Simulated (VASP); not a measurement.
# Re (P6/mmm) in VASP: further runs

The runs below take Re through single point, with PBE.

All numbers are computed with VASP 6.6.1; they aren't measurements. Logs are shortened: lines on timing, memory, paths and dates and some standing lists are left out, and cuts for length are marked.

## (1) The cell of the first run

Symmetry: P6/mmm, No. 191, hexagonal system. Conventional cell: a = 4.494 Å, b = 4.494 Å, c = 2.816 Å, α = 90.00°, β = 90.00°, γ = 120.00°. Within 3.7 Å of Re (site symmetry 6/mmm) lie 14 Re at 2.82 to 2.95 Å. Within 3.4 Å of Re (site symmetry -6m2) lie 11 Re at 2.59 to 2.95 Å.

This isn't the form of Re at room conditions, which is hcp.

## (2) Single point, PBE (16.42 Å³/atom)

The input, INCAR:

```
SYSTEM = Re
PREC     = Accurate       ! precision mode
ENCUT    = 520            ! plane-wave cutoff, eV
EDIFF    = 1E-6           ! SCF threshold, eV
ISMEAR   = -1             ! smearing method
SIGMA    = 0.1            ! smearing width, eV
LREAL    = .False.        ! projectors in reciprocal space
LASPH    = .True.         ! aspherical terms in the spheres
NELM     = 100            ! most SCF steps
ALGO     = Normal         ! electronic algorithm
ISIF     = 2              ! what is computed and relaxed
LWAVE    = .False.        ! write WAVECAR
LCHARG   = .False.        ! write CHGCAR
GGA      = PE             ! functional
NBANDS   = 18             ! bands
```

The input, KPOINTS:

```
regular mesh
0
Gamma
  9 9 13
  0 0 0
```

The input, POSCAR:

```
Re
1.0
    4.4941342176      0.0000000000      0.0000000000
   -2.2470671088      3.8920344005      0.0000000000
    0.0000000000      0.0000000000      2.8156454143
Re
3
Direct
    0.0000000000      0.0000000000      1.0000000000
    0.3333333333      0.6666666667      0.5000000000
    0.6666666667      0.3333333333      0.5000000000
```

Potentials or basis: VASP PAW PBE potentials, release 64 (Re).

On the command line:

```bash
> cat potpaw_PBE.64/Re/POTCAR > POTCAR
> mpirun -np 1 vasp_std > vasp.out
```

OUTCAR:

```text
SYSTEM = Re
   PREC = Accurate
   ENCUT = 520
   EDIFF = 1E-6
   ISMEAR = -1
   LREAL = .False.
   LASPH = .True.
   NELM = 100
   ISIF = 2
   GGA = PE

 ion  position               nearest neighbor table
   1  0.000  0.000  0.000-   2 2.95   3 2.95   2 2.95   3 2.95   3 2.95   3 2.95   2 2.95   2 2.95
                             3 2.95   3 2.95   2 2.95   2 2.95
   2  0.333  0.667  0.500-   3 2.59   3 2.59   3 2.59   1 2.95   1 2.95   1 2.95   1 2.95   1 2.95
                             1 2.95
   3  0.667  0.333  0.500-   2 2.59   2 2.59   2 2.59   1 2.95   1 2.95   1 2.95   1 2.95   1 2.95
                             1 2.95

  LATTYP: Found a hexagonal cell.
 ALAT       =     4.4941342176
 C/A-ratio  =     0.6265156486

  Lattice vectors:

 A1 = (   4.4941342176,   0.0000000000,   0.0000000000)
 A2 = (  -2.2470671088,   3.8920344005,   0.0000000000)
 A3 = (   0.0000000000,   0.0000000000,   2.8156454143)

Analysis of symmetry for initial positions (statically):
=====================================================================
 Subroutine PRICEL returns:
 Original cell was already a primitive cell.

 Routine SETGRP: Setting up the symmetry group for a
 hexagonal supercell.

 Subroutine GETGRP returns: Found 24 space group operations
 (whereof 24 operations were pure point group operations)
 out of a pool of 24 trial point group operations.

The static configuration has the point symmetry D_6h.

Analysis of symmetry for dynamics (positions and initial velocities):
=====================================================================
 Subroutine PRICEL returns:
 Original cell was already a primitive cell.

 Routine SETGRP: Setting up the symmetry group for a
 hexagonal supercell.

 Subroutine GETGRP returns: Found 24 space group operations
 (whereof 24 operations were pure point group operations)
 out of a pool of 24 trial point group operations.

The dynamic configuration has the point symmetry D_6h.

 Subroutine INISYM returns: Found 24 space group operations
 (whereof 24 operations are pure point group operations),
 and found     1 'primitive' translations

----------------------------------------------------------------------------------------

                                     Primitive cell

  volume of cell :      49.2494

  direct lattice vectors                    reciprocal lattice vectors
     4.494134218  0.000000000  0.000000000     0.222512269  0.128467518  0.000000000
    -2.247067109  3.892034401  0.000000000     0.000000000  0.256935036  0.000000000
     0.000000000  0.000000000  2.815645414     0.000000000  0.000000000  0.355158357

  length of vectors
     4.494134218  4.494134218  2.815645414     0.256935036  0.256935036  0.355158357

  position of ions in fractional coordinates (direct lattice)
     0.000000000  0.000000000  0.000000000
     0.333333333  0.666666667  0.500000000
     0.666666667  0.333333333  0.500000000

  ion indices of the primitive-cell ions
   primitive index   ion index
                 1           1
                 2           2
                 3           3

----------------------------------------------------------------------------------------

 KPOINTS: regular mesh

Automatic generation of k-mesh.
 Grid dimensions read from file:
 generate k-points for:    9    9   13

 Generating k-lattice:

  Cartesian coordinates                     Fractional coordinates (reciprocal lattice)
     0.024723585  0.014274169  0.000000000     0.111111111  0.000000000  0.000000000
     0.000000000  0.028548337  0.000000000     0.000000000  0.111111111  0.000000000
     0.000000000  0.000000000  0.027319874     0.000000000  0.000000000  0.076923077

  Length of vectors
     0.028548337  0.028548337  0.027319874

  Shift w.r.t. Gamma in fractional coordinates (k-lattice)
     0.000000000  0.000000000  0.000000000

 Subroutine IBZKPT returns following result:
 ===========================================

 Found     84 irreducible k-points:

 Following reciprocal coordinates:
            Coordinates               Weight
  0.000000  0.000000  0.000000      1.000000
  0.111111  0.000000  0.000000      6.000000
  0.222222  0.000000  0.000000      6.000000
  0.333333  0.000000  0.000000      6.000000
  0.444444  0.000000  0.000000      6.000000
  0.111111  0.111111  0.000000      6.000000
[... 16 lines left out ...]
  0.333333  0.222222  0.076923     24.000000
  0.333333  0.333333  0.076923      4.000000
 [... further k-points ...]
   k-points           NKPTS =     84   k-points in BZ     NKDIM =     84   number of bands    NBANDS=     18
   number of dos      NEDOS =    301   number of ions     NIONS =      3
   total plane-waves  NPLWV =  31104
   dimension x,y,z NGX =    36 NGY =   36 NGZ =   24
   dimension x,y,z NGXF=    72 NGYF=   72 NGZF=   48
   ions per type =               3
   NGX,Y,Z   is equivalent  to a cutoff of  13.32, 13.32, 14.17 a.u.
   NGXF,Y,Z  is equivalent  to a cutoff of  26.63, 26.63, 28.34 a.u.
 SYSTEM =  Re
   PREC   = accura    normal or accurate (medium, high low for compatibility)
   ISTART =      0    job   : 0-new  1-cont  2-samecut
   ICHARG =      2    charge: 1-file 2-atom 10-const
   ISPIN  =      1    spin polarized calculation?
   LNONCOLLINEAR =      F non collinear calculations
   LSORBIT =      F    spin-orbit coupling
   LASPH  =      T    aspherical Exc in radial PAW
   ENCUT  =  520.0 eV  38.22 Ry    6.18 a.u.   8.36  8.36  5.24*2*pi/ulx,y,z
   NELM   =    100;   NELMIN=  2; NELMDL= -5     # of ELM steps
   EDIFF  = 0.1E-05   stopping-criterion for ELM
   LREAL  =      F    real-space projection
   EDIFFG = 0.1E-04   stopping-criterion for IOM
   NSW    =      0    number of steps for IOM
   IBRION =     -1    ionic relax: 0-MD 1-quasi-New 2-CG
   NFREE  =      0    steps in history (QN), initial steepest desc. (CG)
   ISIF   =      2    stress and relaxation
   ISYM   =      2    0-nonsym 1-usesym 2-fastsym
   POTIM  = 0.5000    time-step for ionic-motion
   TEBEG  =    0.0;   TEEND  =   0.0 temperature during run
   PSTRESS=    0.0 pullay stress
   NELECT =      21.0000    total number of electrons
   NUPDOWN=      -1.0000    fix difference up-down
   EMIN   =  10.00;   EMAX   =-10.00  energy-range for DOS
   EFERMI =   0.00;   METHOD = LEGACY
   ISMEAR =    -1;   SIGMA  =   0.10  broadening in eV -4-tet -1-fermi 0-gaus
   EFERMI_NEDOS =   21; number of points for ismear=-14 and -15
   IALGO  =     38    algorithm
   IMIX   =      4    mixing-type and parameters
     AMIX     =   0.40;   BMIX     =  1.00
     AMIX_MAG =   1.60;   BMIX_MAG =  1.00
  volume/ion in A,a.u.               =      16.42       110.78
  Fermi-wavevector in a.u.,A,eV,Ry     =   1.232200  2.328519 20.657939  1.518316
  Thomas-Fermi vector in A             =   2.366979
   LORBIT       =      0    0 simple, 1 ext, 2 COOP (PROOUT), +10 PAW based schemes
   GGA     = PE    functional components
   LHFCALC =     F    Hartree Fock is set to
   AEXX    =    0.0000 exact exchange contribution
   IVDW    =     0    specifies the selected vdW correction
   LEPSILON=     F    determine dielectric tensor
   LRPA    =     F    only Hartree local field effects (RPA)
 non-spin polarized calculation
  energy-cutoff  :      520.00
  volume of cell :       49.25
 maximum number of plane-waves:      1350
 NGX is ok and might be reduce to    36
   NGX = 17   NGY = 17   NGZ = 11

 number of electron      21.0000000 magnetization

 Free energy of the ion-electron system (eV)
  ---------------------------------------------------
  ext. energy  EPLUGINS =         0.00000000
  ---------------------------------------------------
  free energy    TOTEN  =       -36.51261630 eV

  energy without entropy =      -36.43107056  energy(sigma->0) =      -36.47184343

 E-fermi :   6.6527     XC(G=0): -13.1133

 val. band max:        6.6472121810   @ k =   0.1111   0.0000   0.2308
 cond. band min:       6.6595340444   @ k =   0.2222   0.0000   0.0000
 fundamental gap:      0.0123218634
 Fermi energy:         6.6526834951

 k-point     1 :       0.0000    0.0000    0.0000
  band No.  band energies     occupation
      1      -2.5039      2.00000
      2       1.5052      2.00000
      3       3.8213      2.00000
      4       4.0764      2.00000
      5       4.0764      2.00000
      6       4.1131      2.00000
[... 10 lines left out ...]
     17      13.9663      0.00000
     18      15.5179      0.00000

 k-point     2 :       0.1111    0.0000    0.0000
  band No.  band energies     occupation
      1      -2.3199      2.00000
      2       1.5570      2.00000
      3       3.1112      2.00000
      4       3.6593      2.00000
      5       3.6609      2.00000
      6       4.5378      2.00000
[... 10 lines left out ...]
     17      14.0074      0.00000
     18      14.9047      0.00000

 k-point     3 :       0.2222    0.0000    0.0000
  band No.  band energies     occupation
      1      -1.7899      2.00000
      2       1.5687      2.00000
      3       2.3312      2.00000
      4       3.0971      2.00000
      5       3.4383      2.00000
      6       4.5375      2.00000
[... 10 lines left out ...]
     17      12.6970      0.00000
     18      13.2845      0.00000

 k-point     4 :       0.3333    0.0000    0.0000
  band No.  band energies     occupation
      1      -0.9829      2.00000
      2       1.1624      2.00000
      3       1.8582      2.00000
      4       2.8683      2.00000
      5       3.4118      2.00000
      6       4.2348      2.00000
[... 10 lines left out ...]
     17      11.1150      0.00000
     18      11.8189      0.00000

 k-point     5 :       0.4444    0.0000    0.0000
  band No.  band energies     occupation
      1      -0.0269      2.00000
      2       0.7869      2.00000
      3       1.0911      2.00000
      4       3.2313      2.00000
      5       3.4957      2.00000
      6       3.7564      2.00000
[... 10 lines left out ...]
     17       9.8241      0.00000
     18      10.7542      0.00000

 k-point     6 :       0.1111    0.1111    0.0000
  band No.  band energies     occupation
      1      -1.9635      2.00000
      2       1.6020      2.00000
      3       2.5799      2.00000
      4       2.8857      2.00000
      5       3.8716      2.00000
      6       4.5349      2.00000
[... 10 lines left out ...]
     17      13.2185      0.00000
     18      13.5112      0.00000

 k-point     7 :       0.2222    0.1111    0.0000
  band No.  band energies     occupation
      1      -1.3008      2.00000
      2       1.3758      2.00000
      3       1.9599      2.00000
      4       2.7191      2.00000
      5       3.6981      2.00000
      6       4.5072      2.00000
[... 10 lines left out ...]
     17      11.7088      0.00000
     18      12.1766      0.00000

 k-point     8 :       0.3333    0.1111    0.0000
  band No.  band energies     occupation
      1      -0.4403      2.00000
      2       0.9236      2.00000
      3       1.3876      2.00000
      4       3.0281      2.00000
      5       3.5841      2.00000
      6       4.1183      2.00000
[... 10 lines left out ...]
     17      10.2769      0.00000
     18      11.0348      0.00000
[... 229 lines left out ...]
     17      11.8118      0.00000
     18      12.3380      0.00000

 k-point    20 :       0.3333    0.1111    0.0769
  band No.  band energies     occupation
      1      -0.2952      2.00000
      2       1.0609      2.00000
      3       1.5253      2.00000
      4       3.0914      2.00000
      5       3.6024      2.00000
      6       4.1950      2.00000
[... 10 lines left out ...]
     17      10.4177      0.00000
     18      11.1921      0.00000

 k-point    21 :       0.4444    0.1111    0.0769
  band No.  band energies     occupation
      1       0.4444      2.00000
      2       0.7551      2.00000
      3       1.0316      2.00000
      4       3.5417      2.00000
      5       3.5597      2.00000
      6       3.7451      2.00000
[... 10 lines left out ...]
     17       9.9219      0.00000
     18      10.5286      0.00000

 k-point    22 :       0.2222    0.2222    0.0769
  band No.  band energies     occupation
      1      -0.4533      2.00000
      2       1.1434      2.00000
      3       1.5643      2.00000
      4       3.0097      2.00000
      5       3.8285      2.00000
      6       4.5196      2.00000
[... 10 lines left out ...]
     17      10.5848      0.00000
     18      11.2417      0.00000

 k-point    23 :       0.3333    0.2222    0.0769
  band No.  band energies     occupation
      1       0.2362      2.00000
      2       0.8429      2.00000
      3       1.1622      2.00000
      4       3.4486      2.00000
      5       3.7236      2.00000
      6       4.1877      2.00000
[... 10 lines left out ...]
     17       9.8085      0.00000
     18      10.5020      0.00000

 k-point    24 :       0.3333    0.3333    0.0769
  band No.  band energies     occupation
      1       0.3803      2.00000
      2       0.9470      2.00000
      3       0.9470      2.00000
      4       3.6842      2.00000
      5       3.6842      2.00000
      6       4.2353      2.00000
[... 10 lines left out ...]
     17       9.7025      0.00000
     18      10.2620      0.00000

 [... further k-points ...]

------------------------ aborting loop because EDIFF is reached ----------------------------------------

  FORCE on cell =-STRESS in cart. coord.  units (eV):
  Direction    XX          YY          ZZ          XY          YZ          ZX
  --------------------------------------------------------------------------------------
  -------------------------------------------------------------------------------------
  Total       -7.4632238     -7.4632238     -6.6886328      0.0000000      0.0000000      0.0000000
  in kB     -242.7931213   -242.7931214   -217.5941747      0.0000000      0.0000000      0.0000000
  external PRESSURE =    -234.3934725 kB  Pullay stress =       0.0000000 kB

 VOLUME and BASIS-vectors are now :
 -----------------------------------------------------------------------------
  energy-cutoff  :      520.00
  volume of cell :       49.25
      direct lattice vectors                 reciprocal lattice vectors
     4.494134218  0.000000000  0.000000000     0.222512269  0.128467518  0.000000000
    -2.247067109  3.892034401  0.000000000     0.000000000  0.256935036  0.000000000
     0.000000000  0.000000000  2.815645414     0.000000000  0.000000000  0.355158357

 POSITION                                       TOTAL-FORCE (eV/Angst)
 -----------------------------------------------------------------------------------
      0.00000      0.00000      0.00000         0.000000      0.000000      0.000000
     -0.00000      2.59469      1.40782        -0.000000      0.000000     -0.000000
      2.24707      1.29734      1.40782         0.000000      0.000000      0.000000
 -----------------------------------------------------------------------------------
    total drift:                                0.000000      0.000000     -0.000000

  FREE ENERGIE OF THE ION-ELECTRON SYSTEM (eV)
  ---------------------------------------------------
  free  energy   TOTEN  =       -36.5126163023 eV

  energy  without entropy=      -36.4310705615  energy(sigma->0) =      -36.47184343
```

Wall time 46 s (1 thread of Intel Xeon Platinum 8488C (Sapphire Rapids), shared host); peak memory 0.21 GiB.

What came out:

- Free energy: -36.5126 eV
- Pressure: -23.4 GPa
- Band gap on the k mesh: zero (an odd number of electrons rules out a gap without spin polarisation)

Stress tensor (GPa, compression positive):
```
-24.28   0.00   0.00
  0.00 -24.28   0.00
  0.00   0.00 -21.76
```

Caveat: the cell stands under tension; spin-orbit coupling is left out, which moves the levels of the heavy elements.

(Continued in part 2 of 2.)
